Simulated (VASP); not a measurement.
A run of VASP 6.6.1:

Contents of INCAR:

```
PREC = Accurate
ENCUT = 520
EDIFF = 1E-7
ISMEAR = 0
SIGMA = 0.1
LREAL = F
LASPH = T
NELM = 80
ALGO = Normal
ISIF = 2
LWAVE = F
LCHARG = T
GGA = PE
LELF = T
LVHAR = T
NBANDS = 9
```

KPOINTS

```
Automatic mesh
0
Gamma
  9 9 6
```

The input POSCAR:

```
Be
1.0
    2.2713217343      0.0000000000      0.0000000000
   -1.1356608671      1.9670223220      0.0000000000
    0.0000000000      0.0000000000      3.5428083780
Be
2
Direct
    0.3333333333      0.6666666667      0.2500000000
    0.6666666667      0.3333333333      0.7500000000
```

Potentials or basis: VASP PAW PBE potentials, release 64 (Be).

Command:

```bash
$ cat potpaw_PBE.64/Be/POTCAR > POTCAR
$ mpirun -np 1 vasp_std > vasp.out
```

Hardware: 1 thread of Intel(R) Xeon(R) 6975P-C (Granite Rapids), with other jobs on the host.

How long does it take, and how much memory?

Wall time 3.9 s on 1 thread of Intel(R) Xeon(R) 6975P-C (Granite Rapids), on a shared host, peak memory 0.12 GiB. Counts: scf iterations 12, k points 48.
